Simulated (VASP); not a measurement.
# Pd (Fd-3m) in VASP: notebook

Pd is run at these levels: r2SCAN; tasks: single point.

Everything below comes from runs of VASP 6.6.1. Logs are shortened: lines on timing, memory, paths and dates and some standing lists are left out, and cuts for length are marked.

### Step 1. The cell of the first run

The structure is cubic, space group Fd-3m (No. 227). Conventional cell: a = 5.735 Å, b = 5.735 Å, c = 5.735 Å, α = 90.00°, β = 90.00°, γ = 90.00°. Pd (site symmetry -43m) has 4 Pd at 2.48 Å within 3.3 Å.

This isn't the form of Pd at room conditions, which is fcc.

### Step 2. Single point, r2SCAN, collinear spin

The input, POSCAR:

```
Pd
1.0
    0.0000000000      2.8673669678      2.8673669678
    2.8673669678      0.0000000000      2.8673669678
    2.8673669678      2.8673669678      0.0000000000
Pd
2
Direct
    0.1250000000      0.1250000000      0.1250000000
    0.8750000000      0.8750000000      0.8750000000
```

The input, INCAR.step1:

```
PREC = Accurate
ENCUT = 520
ISMEAR = -1
SIGMA = 0.1
LREAL = F
LASPH = T
NELM = 150
ISPIN = 2
MAGMOM = -0.52 -0.52
LMAXMIX = 4
NBANDS = 21
GGA = PE
ALGO = Normal
EDIFF = 1E-4
LWAVE = T
LCHARG = F
```

The input, INCAR.step2:

```
PREC = Accurate
ENCUT = 520
EDIFF = 1E-7
ISMEAR = -1
SIGMA = 0.1
LREAL = F
LASPH = T
NELM = 150
ALGO = Normal
ISIF = 2
LWAVE = F
LCHARG = T
ISPIN = 2
MAGMOM = -0.52 -0.52
LORBIT = 11
LMAXMIX = 4
METAGGA = R2SCAN
LMIXTAU = T
LELF = T
LVHAR = T
NBANDS = 21
ISTART = 1
```

The input, KPOINTS:

```
Automatic mesh
0
Gamma
  5 5 5
```

Potentials or basis: VASP PAW PBE potentials, release 64 (Pd).

On the command line:

```sh
> cat potpaw_PBE.64/Pd/POTCAR > POTCAR
> cp INCAR.step1 INCAR
> mpirun -np 1 vasp_std > vasp.out
> cp INCAR.step2 INCAR
> mpirun -np 1 vasp_std > vasp.out
```

OUTCAR:

```text
PREC = Accurate
   ENCUT = 520
   EDIFF = 1E-7
   ISMEAR = -1
   LREAL = F
   LASPH = T
   NELM = 150
   ISIF = 2
   ISPIN = 2
   LORBIT = 11
   METAGGA = R2SCAN
   ISTART = 1

 ion  position               nearest neighbor table
   1  0.125  0.125  0.125-   2 2.48   2 2.48   2 2.48   2 2.48
   2  0.875  0.875  0.875-   1 2.48   1 2.48   1 2.48   1 2.48

  LATTYP: Found a face centered cubic cell.
 ALAT       =     5.7347339356

  Lattice vectors:

 A1 = (   0.0000000000,   2.8673669678,   2.8673669678)
 A2 = (   2.8673669678,   0.0000000000,   2.8673669678)
 A3 = (   2.8673669678,   2.8673669678,   0.0000000000)

Analysis of symmetry for initial positions (statically):
=====================================================================
 Subroutine PRICEL returns:
 Original cell was already a primitive cell.

 Routine SETGRP: Setting up the symmetry group for a
 face centered cubic supercell.

 Subroutine GETGRP returns: Found 48 space group operations
 (whereof 12 operations were pure point group operations)
 out of a pool of 48 trial point group operations.

The static configuration has the point symmetry D_3d.
 The point group associated with its full space group is O_h .

Analysis of symmetry for dynamics (positions and initial velocities):
=====================================================================
 Subroutine PRICEL returns:
 Original cell was already a primitive cell.

 Routine SETGRP: Setting up the symmetry group for a
 face centered cubic supercell.

 Subroutine GETGRP returns: Found 48 space group operations
 (whereof 12 operations were pure point group operations)
 out of a pool of 48 trial point group operations.

The dynamic configuration has the point symmetry D_3d.
 The point group associated with its full space group is O_h .

Analysis of structural, dynamic, and magnetic symmetry:
=====================================================================
 Subroutine PRICEL returns:
 Original cell was already a primitive cell.

 Routine SETGRP: Setting up the symmetry group for a
 face centered cubic supercell.

 Subroutine GETGRP returns: Found 48 space group operations
 (whereof 12 operations were pure point group operations)
 out of a pool of 48 trial point group operations.

The overall configuration has the point symmetry D_3d.
 The point group associated with its full space group is O_h .

 Subroutine INISYM returns: Found 48 space group operations
 (whereof 12 operations are pure point group operations),
 and found     1 'primitive' translations

----------------------------------------------------------------------------------------

                                     Primitive cell

  volume of cell :      47.1498

  direct lattice vectors                    reciprocal lattice vectors
     0.000000000  2.867366968  2.867366968    -0.174376006  0.174376006  0.174376006
     2.867366968  0.000000000  2.867366968     0.174376006 -0.174376006  0.174376006
     2.867366968  2.867366968  0.000000000     0.174376006  0.174376006 -0.174376006

  length of vectors
     4.055069254  4.055069254  4.055069254     0.302028102  0.302028102  0.302028102

  position of ions in fractional coordinates (direct lattice)
     0.125000000  0.125000000  0.125000000
     0.875000000  0.875000000  0.875000000

  ion indices of the primitive-cell ions
   primitive index   ion index
                 1           1
                 2           2

----------------------------------------------------------------------------------------

 KPOINTS: Automatic mesh

Automatic generation of k-mesh.
 Grid dimensions read from file:
 generate k-points for:    5    5    5

 Generating k-lattice:

  Cartesian coordinates                     Fractional coordinates (reciprocal lattice)
    -0.034875201  0.034875201  0.034875201     0.200000000  0.000000000  0.000000000
     0.034875201 -0.034875201  0.034875201     0.000000000  0.200000000  0.000000000
     0.034875201  0.034875201 -0.034875201     0.000000000  0.000000000  0.200000000

  Length of vectors
     0.060405620  0.060405620  0.060405620

  Shift w.r.t. Gamma in fractional coordinates (k-lattice)
     0.000000000  0.000000000  0.000000000

 Subroutine IBZKPT returns following result:
 ===========================================

 Found     10 irreducible k-points:

 Following reciprocal coordinates:
            Coordinates               Weight
  0.000000  0.000000  0.000000      1.000000
  0.200000  0.000000  0.000000      8.000000
  0.400000  0.000000  0.000000      8.000000
  0.200000  0.200000  0.000000      6.000000
  0.400000  0.200000  0.000000     24.000000
 -0.400000  0.200000  0.000000     24.000000
 -0.200000  0.200000  0.000000     12.000000
  0.400000  0.400000  0.000000      6.000000
 -0.400000  0.400000  0.000000     12.000000
 -0.400000  0.400000  0.200000     24.000000
   k-points           NKPTS =     10   k-points in BZ     NKDIM =     10   number of bands    NBANDS=     21
   number of dos      NEDOS =    301   number of ions     NIONS =      2
   total plane-waves  NPLWV =  27000
   dimension x,y,z NGX =    30 NGY =   30 NGZ =   30
   dimension x,y,z NGXF=    60 NGYF=   60 NGZF=   60
   ions per type =               2
   NGX,Y,Z   is equivalent  to a cutoff of  12.30, 12.30, 12.30 a.u.
   NGXF,Y,Z  is equivalent  to a cutoff of  24.60, 24.60, 24.60 a.u.
 SYSTEM =  unknown system
   PREC   = accura    normal or accurate (medium, high low for compatibility)
   ISTART =      1    job   : 0-new  1-cont  2-samecut
   ICHARG =      0    charge: 1-file 2-atom 10-const
   ISPIN  =      2    spin polarized calculation?
   LNONCOLLINEAR =      F non collinear calculations
   LSORBIT =      F    spin-orbit coupling
   LASPH  =      T    aspherical Exc in radial PAW
   ENCUT  =  520.0 eV  38.22 Ry    6.18 a.u.   7.54  7.54  7.54*2*pi/ulx,y,z
   NELM   =    150;   NELMIN=  2; NELMDL=  0     # of ELM steps
   EDIFF  = 0.1E-06   stopping-criterion for ELM
   LREAL  =      F    real-space projection
   EDIFFG = 0.1E-05   stopping-criterion for IOM
   NSW    =      0    number of steps for IOM
   IBRION =     -1    ionic relax: 0-MD 1-quasi-New 2-CG
   NFREE  =      0    steps in history (QN), initial steepest desc. (CG)
   ISIF   =      2    stress and relaxation
   ISYM   =      2    0-nonsym 1-usesym 2-fastsym
   POTIM  = 0.5000    time-step for ionic-motion
   TEBEG  =    0.0;   TEEND  =   0.0 temperature during run
   PSTRESS=    0.0 pullay stress
   NELECT =      20.0000    total number of electrons
   NUPDOWN=      -1.0000    fix difference up-down
   EMIN   =  10.00;   EMAX   =-10.00  energy-range for DOS
   EFERMI =   0.00;   METHOD = LEGACY
   ISMEAR =    -1;   SIGMA  =   0.10  broadening in eV -4-tet -1-fermi 0-gaus
   EFERMI_NEDOS =   21; number of points for ismear=-14 and -15
   IALGO  =     38    algorithm
   IMIX   =      4    mixing-type and parameters
     AMIX     =   0.40;   BMIX     =  1.00
     AMIX_MAG =   1.60;   BMIX_MAG =  1.00
  volume/ion in A,a.u.               =      23.57       159.09
  Fermi-wavevector in a.u.,A,eV,Ry     =   1.230056  2.324469 20.586129  1.513038
  Thomas-Fermi vector in A             =   2.364919
   LORBIT       =     11    0 simple, 1 ext, 2 COOP (PROOUT), +10 PAW based schemes
   METAGGA = R2SCAN    functional components
   LHFCALC =     F    Hartree Fock is set to
   AEXX    =    0.0000 exact exchange contribution
   IVDW    =     0    specifies the selected vdW correction
   LEPSILON=     F    determine dielectric tensor
   LRPA    =     F    only Hartree local field effects (RPA)
 spin polarized calculation
  energy-cutoff  :      520.00
  volume of cell :       47.15
 maximum number of plane-waves:      1295
 NGX is ok and might be reduce to    30
   NGX = 15   NGY = 15   NGZ = 15

 number of electron      19.9999996 magnetization      -0.8962855

 Free energy of the ion-electron system (eV)
  ---------------------------------------------------
  ext. energy  EPLUGINS =         0.00000000
  ---------------------------------------------------
  free energy    TOTEN  =       -43.61960488 eV

  energy without entropy =      -43.51003386  energy(sigma->0) =      -43.56481937

 E-fermi :   4.3494     XC(G=0): -10.7117

 val. band max:        4.2686932532   @ k =  -0.4000   0.2000   0.0000
 cond. band min:       4.3672778487   @ k =  -0.4000   0.2000   0.0000
 fundamental gap:      0.0985845954
 Fermi energy:         4.3493557454

 spin component 1

 k-point     1 :       0.0000    0.0000    0.0000
  band No.  band energies     occupation
      1      -0.4915      1.00000
      2       0.7624      1.00000
      3       0.7624      1.00000
      4       0.9526      1.00000
      5       0.9526      1.00000
      6       0.9526      1.00000
[... 13 lines left out ...]
     20      19.0040      0.00000
     21      19.0040      0.00000
[... 193 lines left out ...]
 k-point    10 :      -0.4000    0.4000    0.2000
  band No.  band energies     occupation
      1       0.3472      1.00000
      2       0.3882      1.00000
      3       1.1675      1.00000
      4       1.4585      1.00000
      5       1.6305      1.00000
      6       2.1329      1.00000
[... 13 lines left out ...]
     20      23.6722      0.00000
     21      25.2016      0.00000
 Fermi energy:         4.3493557454

 spin component 2

 k-point     1 :       0.0000    0.0000    0.0000
  band No.  band energies     occupation
      1      -0.4852      1.00000
      2       0.4295      1.00000
      3       0.4295      1.00000
      4       0.5575      1.00000
      5       0.5575      1.00000
      6       0.5575      1.00000
[... 13 lines left out ...]
     20      18.9356      0.00000
     21      18.9356      0.00000
[... 193 lines left out ...]
 k-point    10 :      -0.4000    0.4000    0.2000
  band No.  band energies     occupation
      1      -0.0237      1.00000
      2      -0.0006      1.00000
      3       0.7780      1.00000
      4       1.1184      1.00000
      5       1.2681      1.00000
      6       1.7799      1.00000
[... 13 lines left out ...]
     20      23.5900      0.00000
     21      25.0718      0.00000

------------------------ aborting loop because EDIFF is reached ----------------------------------------

  FORCE on cell =-STRESS in cart. coord.  units (eV):
  Direction    XX          YY          ZZ          XY          YZ          ZX
  --------------------------------------------------------------------------------------
  -------------------------------------------------------------------------------------
  Total        0.1852953      0.1852953      0.1852953     -0.0000000      0.0000000     -0.0000000
  in kB        6.2964398      6.2964398      6.2964398     -0.0000000      0.0000000     -0.0000000
  external PRESSURE =       6.2964398 kB  Pullay stress =       0.0000000 kB

 VOLUME and BASIS-vectors are now :
 -----------------------------------------------------------------------------
  energy-cutoff  :      520.00
  volume of cell :       47.15
      direct lattice vectors                 reciprocal lattice vectors
     0.000000000  2.867366968  2.867366968    -0.174376006  0.174376006  0.174376006
     2.867366968  0.000000000  2.867366968     0.174376006 -0.174376006  0.174376006
     2.867366968  2.867366968  0.000000000     0.174376006  0.174376006 -0.174376006

 POSITION                                       TOTAL-FORCE (eV/Angst)
 -----------------------------------------------------------------------------------
      0.71684      0.71684      0.71684         0.000000      0.000000      0.000000
      5.01789      5.01789      5.01789        -0.000000     -0.000000     -0.000000
 -----------------------------------------------------------------------------------
    total drift:                               -0.000000      0.000000      0.000000

  FREE ENERGIE OF THE ION-ELECTRON SYSTEM (eV)
  ---------------------------------------------------
  free  energy   TOTEN  =       -43.6196048809 eV

  energy  without entropy=      -43.5100338559  energy(sigma->0) =      -43.56481937

 total charge

# of ion       s       p       d       tot
------------------------------------------
    1        0.523   0.302   8.555   9.380
    2        0.523   0.302   8.555   9.380
--------------------------------------------------
tot          1.047   0.604  17.110  18.761

 magnetization (x)

# of ion       s       p       d       tot
------------------------------------------
    1        0.009   0.008  -0.462  -0.446
    2        0.009   0.008  -0.462  -0.446
--------------------------------------------------
tot          0.018   0.015  -0.925  -0.891
```

It took 42 s on 1 thread of Intel Xeon 6975P-C (Granite Rapids), shared host; peak memory 0.19 GiB.

What came out:

```
Free energy                                           : -43.6196 eV
Pressure                                              : 0.6 GPa
Net moment                                            : -0.90 μB per cell
Site moments                                          : Pd -0.45 μB
Valence electrons inside the program's atomic spheres : Pd 9.38
```

Caveat: the k points lie up to 0.38 Å⁻¹ apart; the PAW data sets were made with another functional, which shifts forces and pressure a little.

### Step 3. Single point, r2SCAN, collinear spin (26.40 Å³/atom)

This run uses another cell than the first one, of 26.40 Å³/atom.

The input, POSCAR:

```
Pd
1.0
    0.0000000000      2.9777570008      2.9777570008
    2.9777570008      0.0000000000      2.9777570008
    2.9777570008      2.9777570008      0.0000000000
Pd
2
Direct
    0.1250000000      0.1250000000      0.1250000000
    0.8750000000      0.8750000000      0.8750000000
```

The input, INCAR.step1:

```
PREC = Accurate
ENCUT = 550
ISMEAR = -1
SIGMA = 0.05
LREAL = False
LASPH = True
NELM = 200
ISPIN = 2
MAGMOM = 0.52 0.52
LMAXMIX = 4
NBANDS = 21
GGA = PE
ALGO = Normal
EDIFF = 1E-5
LWAVE = True
LCHARG = False
GGA_COMPAT = False
```

The input, INCAR.step2:

```
PREC = Accurate
ENCUT = 550
EDIFF = 1E-6
ISMEAR = -1
SIGMA = 0.05
LREAL = False
LASPH = True
NELM = 200
ALGO = Normal
ISIF = 2
LWAVE = False
LCHARG = True
ISPIN = 2
MAGMOM = 0.52 0.52
LORBIT = 11
LMAXMIX = 4
METAGGA = R2SCAN
LMIXTAU = True
LELF = True
LVHAR = True
NBANDS = 21
ISTART = 1
GGA_COMPAT = False
```

The input, KPOINTS:

```
regular mesh
0
Gamma
  11 11 11
```

Potentials or basis: VASP PAW PBE potentials, release 64 (Pd).

On the command line:

```sh
> cat potpaw_PBE.64/Pd/POTCAR > POTCAR
> cp INCAR.step1 INCAR
> mpirun -np 1 vasp_std > vasp.out
> cp INCAR.step2 INCAR
> mpirun -np 1 vasp_std > vasp.out
```

It took 7.5 min on 1 thread of Oxide Virtual Turin-like, shared host; peak memory 0.24 GiB.

It converged, with:

```
Free energy                                           : -43.4308 eV
Pressure                                              : -6.6 GPa
Net moment                                            : 1.00 μB per cell
Site moments                                          : Pd +0.50 μB
Valence electrons inside the program's atomic spheres : Pd 9.23
```

Levels at points of the mesh, in eV from the Fermi level:
Spin up:
```csv
k point,band 7,band 8,band 9,band 10,band 11,band 12,band 13,band 14,band 15,band 16
"(0.00, 0.00, 0.00)",-1.59,-1.59,-1.59,-0.59,-0.59,11.26,11.26,11.26,11.72,11.72
```
Spin down:
```csv
k point,band 8,band 9,band 10,band 11,band 12,band 13
"(0.00, 0.00, 0.00)",-1.05,-1.05,-0.13,-0.13,11.37,11.37
```

Caveat: the cell stands under tension; the PAW data sets were made with another functional, which shifts forces and pressure a little.
